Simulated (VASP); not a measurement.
# AlB2P3 (P6/mmm) in VASP: further runs

Runs on AlB2P3. Level: PBE. Tasks: single point, relaxation of cell and atoms.

Everything below comes from runs of VASP 6.6.1. Logs are shortened: lines on timing, memory, paths and dates and some standing lists are left out, and cuts for length are marked.

## Step 1: The cell of the first run

Symmetry: P6/mmm, No. 191, hexagonal system. The conventional cell has a = 4.367 Å, b = 4.367 Å, c = 4.437 Å, α = 90.00°, β = 90.00°, γ = 120.00°. Al (site symmetry 6/mmm) has 8 P at 2.22 to 2.52 Å within 2.9 Å. Within 2.9 Å of B (site symmetry -6m2) lie 5 P at 2.22 to 2.52 Å and 3 B at 2.52 Å. Within 2.9 Å of P (site symmetry -6m2) lie 2 B at 2.22 Å and 3 P at 2.52 Å and 3 Al at 2.52 Å. P (site symmetry 6/mmm) has 2 Al at 2.22 Å and 6 B at 2.52 Å within 2.9 Å.

## Step 2: Single point, PBE

Contents of INCAR:

```
SYSTEM = AlB2P3
ALGO = Normal
EDIFF = 1E-6
ENCUT = 520
GGA = PE
ISIF = 2
ISMEAR = 0
LASPH = .True.
LCHARG = .False.
LREAL = .False.
LWAVE = .False.
NBANDS = 21
NELM = 60
PREC = Accurate
SIGMA = 0.1
```

Contents of KPOINTS:

```
k-points
0
Gamma
  12 12 8
  0 0 0
```

Contents of POSCAR:

```
AlB2P3
1.0
    4.3670500657      0.0000000000      0.0000000000
   -2.1835250329      3.7819762965      0.0000000000
    0.0000000000      0.0000000000      4.4366125931
Al B P
1 2 3
Direct
    0.0000000000      0.0000000000      0.0000000000
    0.3333333333      0.6666666667      0.5000000000
    0.6666666667      0.3333333333      0.5000000000
    0.3333333333      0.6666666667      0.0000000000
    0.6666666667      0.3333333333      0.0000000000
    0.0000000000      0.0000000000      0.5000000000
```

Potentials or basis: VASP PAW PBE potentials, release 64 (Al, B, P).

Started as:

```
$ cat potpaw_PBE.64/Al/POTCAR potpaw_PBE.64/B/POTCAR potpaw_PBE.64/P/POTCAR > POTCAR
$ mpirun -np 1 vasp_std > vasp.out
```

OUTCAR:

```text
SYSTEM = AlB2P3
   EDIFF = 1E-6
   ENCUT = 520
   GGA = PE
   ISIF = 2
   ISMEAR = 0
   LASPH = .True.
   LREAL = .False.
   NELM = 60
   PREC = Accurate

 ion  position               nearest neighbor table
   1  0.000  0.000  0.000-   6 2.22   6 2.22   4 2.52   5 2.52   5 2.52   4 2.52   5 2.52   4 2.52

   2  0.333  0.667  0.500-   4 2.22   4 2.22   6 2.52   6 2.52   6 2.52
   3  0.667  0.333  0.500-   5 2.22   5 2.22   6 2.52   6 2.52   6 2.52
   4  0.333  0.667  0.000-   2 2.22   2 2.22   5 2.52   5 2.52   1 2.52   1 2.52   1 2.52   5 2.52

   5  0.667  0.333  0.000-   3 2.22   3 2.22   4 2.52   4 2.52   1 2.52   1 2.52   1 2.52   4 2.52

   6  0.000  0.000  0.500-   1 2.22   1 2.22   3 2.52   2 2.52   3 2.52   2 2.52   3 2.52   2 2.52

  LATTYP: Found a hexagonal cell.
 ALAT       =     4.3670500657
 C/A-ratio  =     1.0159289512

  Lattice vectors:

 A1 = (   4.3670500657,   0.0000000000,   0.0000000000)
 A2 = (  -2.1835250329,   3.7819762965,   0.0000000000)
 A3 = (   0.0000000000,   0.0000000000,   4.4366125931)

Analysis of symmetry for initial positions (statically):
=====================================================================
 Subroutine PRICEL returns:
 Original cell was already a primitive cell.

 Routine SETGRP: Setting up the symmetry group for a
 hexagonal supercell.

 Subroutine GETGRP returns: Found 24 space group operations
 (whereof 24 operations were pure point group operations)
 out of a pool of 24 trial point group operations.

The static configuration has the point symmetry D_6h.

Analysis of symmetry for dynamics (positions and initial velocities):
=====================================================================
 Subroutine PRICEL returns:
 Original cell was already a primitive cell.

 Routine SETGRP: Setting up the symmetry group for a
 hexagonal supercell.

 Subroutine GETGRP returns: Found 24 space group operations
 (whereof 24 operations were pure point group operations)
 out of a pool of 24 trial point group operations.

The dynamic configuration has the point symmetry D_6h.

 Subroutine INISYM returns: Found 24 space group operations
 (whereof 24 operations are pure point group operations),
 and found     1 'primitive' translations

----------------------------------------------------------------------------------------

                                     Primitive cell

  volume of cell :      73.2754

  direct lattice vectors                    reciprocal lattice vectors
     4.367050066  0.000000000  0.000000000     0.228987528  0.132206011  0.000000000
    -2.183525033  3.781976296  0.000000000     0.000000000  0.264412022  0.000000000
     0.000000000  0.000000000  4.436612593     0.000000000  0.000000000  0.225397187

  length of vectors
     4.367050066  4.367050066  4.436612593     0.264412022  0.264412022  0.225397187

  position of ions in fractional coordinates (direct lattice)
     0.000000000  0.000000000  0.000000000
     0.333333333  0.666666667  0.500000000
     0.666666667  0.333333333  0.500000000
     0.333333333  0.666666667  0.000000000
     0.666666667  0.333333333  0.000000000
     0.000000000  0.000000000  0.500000000

  ion indices of the primitive-cell ions
   primitive index   ion index
                 1           1
                 2           2
                 3           3
                 4           4
                 5           5
                 6           6

----------------------------------------------------------------------------------------

 KPOINTS: k-points

Automatic generation of k-mesh.
 Grid dimensions read from file:
 generate k-points for:   12   12    8

 Generating k-lattice:

  Cartesian coordinates                     Fractional coordinates (reciprocal lattice)
     0.019082294  0.011017168  0.000000000     0.083333333  0.000000000  0.000000000
     0.000000000  0.022034335  0.000000000     0.000000000  0.083333333  0.000000000
     0.000000000  0.000000000  0.028174648     0.000000000  0.000000000  0.125000000

  Length of vectors
     0.022034335  0.022034335  0.028174648

  Shift w.r.t. Gamma in fractional coordinates (k-lattice)
     0.000000000  0.000000000  0.000000000

 Subroutine IBZKPT returns following result:
 ===========================================

 Found     95 irreducible k-points:

 Following reciprocal coordinates:
            Coordinates               Weight
  0.000000  0.000000  0.000000      1.000000
  0.083333  0.000000  0.000000      6.000000
  0.166667  0.000000  0.000000      6.000000
  0.250000  0.000000  0.000000      6.000000
  0.333333  0.000000  0.000000      6.000000
  0.416667  0.000000  0.000000      6.000000
[... 16 lines left out ...]
  0.250000  0.000000  0.125000     12.000000
  0.333333  0.000000  0.125000     12.000000
 [... further k-points ...]
   k-points           NKPTS =     95   k-points in BZ     NKDIM =     95   number of bands    NBANDS=     21
   number of dos      NEDOS =    301   number of ions     NIONS =      6
   total plane-waves  NPLWV =  36864
   dimension x,y,z NGX =    32 NGY =   32 NGZ =   36
   dimension x,y,z NGXF=    64 NGYF=   64 NGZF=   72
   ions per type =               1   2   3
   NGX,Y,Z   is equivalent  to a cutoff of  12.18, 12.18, 13.49 a.u.
   NGXF,Y,Z  is equivalent  to a cutoff of  24.36, 24.36, 26.98 a.u.
 SYSTEM =  AlB2P3
   PREC   = accura    normal or accurate (medium, high low for compatibility)
   ISTART =      0    job   : 0-new  1-cont  2-samecut
   ICHARG =      2    charge: 1-file 2-atom 10-const
   ISPIN  =      1    spin polarized calculation?
   LNONCOLLINEAR =      F non collinear calculations
   LSORBIT =      F    spin-orbit coupling
   LASPH  =      T    aspherical Exc in radial PAW
   ENCUT  =  520.0 eV  38.22 Ry    6.18 a.u.   8.12  8.12  8.25*2*pi/ulx,y,z
   NELM   =     60;   NELMIN=  2; NELMDL= -5     # of ELM steps
   EDIFF  = 0.1E-05   stopping-criterion for ELM
   LREAL  =      F    real-space projection
   EDIFFG = 0.1E-04   stopping-criterion for IOM
   NSW    =      0    number of steps for IOM
   IBRION =     -1    ionic relax: 0-MD 1-quasi-New 2-CG
   NFREE  =      0    steps in history (QN), initial steepest desc. (CG)
   ISIF   =      2    stress and relaxation
   ISYM   =      2    0-nonsym 1-usesym 2-fastsym
   POTIM  = 0.5000    time-step for ionic-motion
   TEBEG  =    0.0;   TEEND  =   0.0 temperature during run
   PSTRESS=    0.0 pullay stress
   NELECT =      24.0000    total number of electrons
   NUPDOWN=      -1.0000    fix difference up-down
   EMIN   =  10.00;   EMAX   =-10.00  energy-range for DOS
   EFERMI =   0.00;   METHOD = LEGACY
   ISMEAR =     0;   SIGMA  =   0.10  broadening in eV -4-tet -1-fermi 0-gaus
   EFERMI_NEDOS =   21; number of points for ismear=-14 and -15
   IALGO  =     38    algorithm
   IMIX   =      4    mixing-type and parameters
     AMIX     =   0.40;   BMIX     =  1.00
     AMIX_MAG =   1.60;   BMIX_MAG =  1.00
  volume/ion in A,a.u.               =      12.21        82.41
  Fermi-wavevector in a.u.,A,eV,Ry     =   1.128476  2.132511 17.326456  1.273459
  Thomas-Fermi vector in A             =   2.265166
   LORBIT       =      0    0 simple, 1 ext, 2 COOP (PROOUT), +10 PAW based schemes
   GGA     = PE    functional components
   LHFCALC =     F    Hartree Fock is set to
   AEXX    =    0.0000 exact exchange contribution
   IVDW    =     0    specifies the selected vdW correction
   LEPSILON=     F    determine dielectric tensor
   LRPA    =     F    only Hartree local field effects (RPA)
 non-spin polarized calculation
 Gauss-broadening in eV      SIGMA  =   0.10
  energy-cutoff  :      520.00
  volume of cell :       73.28
 maximum number of plane-waves:      1986
   NGX = 17   NGY = 17   NGZ = 17

 number of electron      24.0000000 magnetization

 Free energy of the ion-electron system (eV)
  ---------------------------------------------------
  ext. energy  EPLUGINS =         0.00000000
  ---------------------------------------------------
  free energy    TOTEN  =       -28.71582806 eV

  energy without entropy =      -28.70692396  energy(sigma->0) =      -28.71137601

 E-fermi :   8.8463     XC(G=0): -11.3507

 val. band max:        8.8411101581   @ k =   0.4167   0.0833   0.3750
 cond. band min:       8.8476569267   @ k =   0.4167   0.0000   0.1250
 fundamental gap:      0.0065467686
 Fermi energy:         8.8462952815

 k-point     1 :       0.0000    0.0000    0.0000
  band No.  band energies     occupation
      1      -6.7512      2.00000
      2      -1.5112      2.00000
      3       0.9347      2.00000
      4       1.1798      2.00000
      5       3.2232      2.00000
      6       3.2232      2.00000
[... 13 lines left out ...]
     20      14.7142      0.00000
     21      14.7142      0.00000

 k-point     2 :       0.0833    0.0000    0.0000
  band No.  band energies     occupation
      1      -6.6859      2.00000
      2      -1.5242      2.00000
      3       0.5325      2.00000
      4       1.2409      2.00000
      5       2.8021      2.00000
      6       2.8330      2.00000
[... 13 lines left out ...]
     20      15.2582      0.00000
     21      15.4059      0.00000

 k-point     3 :       0.1667    0.0000    0.0000
  band No.  band energies     occupation
      1      -6.4903      2.00000
      2      -1.6105      2.00000
      3      -0.2727      2.00000
      4       1.4234      2.00000
      5       2.2985      2.00000
      6       2.3084      2.00000
[... 13 lines left out ...]
     20      15.0913      0.00000
     21      16.0517      0.00000
[... 457 lines left out ...]
 k-point    23 :       0.2500    0.0000    0.1250
  band No.  band energies     occupation
      1      -6.0760      2.00000
      2      -2.1300      2.00000
      3      -1.0016      2.00000
      4       1.1297      2.00000
      5       1.9690      2.00000
      6       3.1785      2.00000
[... 13 lines left out ...]
     20      15.1974      0.00000
     21      15.3091      0.00000

 k-point    24 :       0.3333    0.0000    0.1250
  band No.  band energies     occupation
      1      -5.6284      2.00000
      2      -2.7444      2.00000
      3      -1.2601      2.00000
      4       1.1033      2.00000
      5       1.6556      2.00000
      6       3.2919      2.00000
[... 13 lines left out ...]
     20      14.7864      0.00000
     21      16.0453      0.00000

 [... further k-points ...]
[... 5 lines left out ...]
  --------------------------------------------------------------------------------------
  -------------------------------------------------------------------------------------
  Total       -0.0935754     -0.0935754     -0.0844217      0.0000000      0.0000000      0.0000000
  in kB       -2.0460395     -2.0460395     -1.8458927      0.0000000      0.0000000      0.0000000
  external PRESSURE =      -1.9793239 kB  Pullay stress =       0.0000000 kB

 VOLUME and BASIS-vectors are now :
 -----------------------------------------------------------------------------
  energy-cutoff  :      520.00
  volume of cell :       73.28
      direct lattice vectors                 reciprocal lattice vectors
     4.367050066  0.000000000  0.000000000     0.228987528  0.132206011  0.000000000
    -2.183525033  3.781976296  0.000000000     0.000000000  0.264412022  0.000000000
     0.000000000  0.000000000  4.436612593     0.000000000  0.000000000  0.225397187

 POSITION                                       TOTAL-FORCE (eV/Angst)
 -----------------------------------------------------------------------------------
      0.00000      0.00000      0.00000        -0.000000      0.000000     -0.000000
     -0.00000      2.52132      2.21831         0.000000      0.000000     -0.000000
      2.18353      1.26066      2.21831         0.000000     -0.000000     -0.000000
     -0.00000      2.52132      0.00000         0.000000     -0.000000     -0.000000
      2.18353      1.26066      0.00000        -0.000000     -0.000000      0.000000
      0.00000      0.00000      2.21831        -0.000000      0.000000     -0.000000
 -----------------------------------------------------------------------------------
    total drift:                               -0.000000      0.000000     -0.000000

  FREE ENERGIE OF THE ION-ELECTRON SYSTEM (eV)
  ---------------------------------------------------
  free  energy   TOTEN  =       -28.7158280588 eV

  energy  without entropy=      -28.7069239577  energy(sigma->0) =      -28.71137601
```

It took 47 s on 1 thread of Intel Xeon 6975P-C (Granite Rapids), shared host; peak memory 0.26 GiB.

Results:

```
Free energy            : -28.7158 eV
Pressure               : -0.2 GPa
Band gap on the k mesh : zero (band 12 reaches 10.28 eV, above the bottom of band 13 at 6.56 eV)
```

Levels at points of the mesh, in eV from the Fermi level:
```csv
k point,band 9,band 10,band 11,band 12,band 13,band 14,band 15,band 16
"(0.00, 0.00, 0.00)",-4.83,-2.45,-1.87,-0.29,-0.29,-0.04,-0.04,0.48
"(0.50, 0.00, 0.00)",-3.01,-2.78,-1.90,0.30,1.15,1.17,2.77,2.86
"(0.00, 0.00, 0.50)",-3.40,-3.40,-3.05,-3.05,-2.29,-2.29,-0.01,0.75
"(0.50, 0.00, 0.50)",-0.96,0.31,0.48,1.44,2.07,3.09,3.42,3.46
```

[end of part 1 of 2]
